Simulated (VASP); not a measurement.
Hf2S: single point with PBEsol

Hf2S:

```
CELL_PARAMETERS angstrom
3.34653 0.00000 0.00000
-1.67327 2.89818 0.00000
0.00000 0.00000 11.66424
ATOMIC_POSITIONS crystal
Hf 0.66667 0.33333 0.89862
Hf 0.33333 0.66667 0.39862
Hf 0.66667 0.33333 0.60138
Hf 0.33333 0.66667 0.10138
S 0.00000 0.00000 0.75000
S 0.00000 0.00000 0.25000
```

```json
{
  "Program": "VASP 6.6.1",
  "Task": "single point",
  "Functional": "PBEsol",
  "Potentials or basis": "VASP PAW PBE potentials, release 64 (Hf_pv, S)",
  "Cutoff": "520 eV",
  "k mesh": "12 × 12 × 4",
  "Occupations": "gaussian, width 0.1 eV",
  "Spin": "no spin polarisation",
  "Dipole correction": "no",
  "Further INCAR settings": "ALGO = Normal; EDIFF = 1e-06; NBANDS = 35"
}
```

- Pressure: -0.4 GPa
- Largest force: 0.007 eV/Å
- Band gap on the k mesh: zero (bands 26 and 27 overlap by 1.03 eV)

Forces in eV/Å, atoms in the order of the input:
```
Hf   0.000  0.000 -0.007
Hf   0.000  0.000 -0.007
Hf   0.000  0.000  0.007
Hf   0.000  0.000  0.007
S    0.000  0.000  0.000
S    0.000  0.000  0.000
```

Levels at points of the mesh, in eV from the Fermi level:
```csv
k point,band 23,band 24,band 25,band 26,band 27,band 28,band 29,band 30
"(0.00, 0.00, 0.00)",-1.52,-0.14,-0.05,0.48,0.48,0.56,0.56,0.84
"(0.50, 0.00, 0.00)",-1.75,-1.31,-1.19,-0.71,-0.55,0.90,1.00,2.64
"(0.00, 0.00, 0.50)",-1.16,-1.16,0.41,0.41,0.41,0.41,1.41,1.41
"(0.50, 0.00, 0.50)",-1.76,-1.76,-0.97,-0.97,0.30,0.30,1.47,1.47
```

Wall time 2.3 min on 1 thread of Intel(R) Xeon(R) Platinum 8559C (Emerald Rapids) (shared host), peak memory 0.35 GiB.

Caveat: the PAW data sets were made with another functional, which shifts forces and pressure a little; spin-orbit coupling is left out, which moves the levels of the heavy elements.
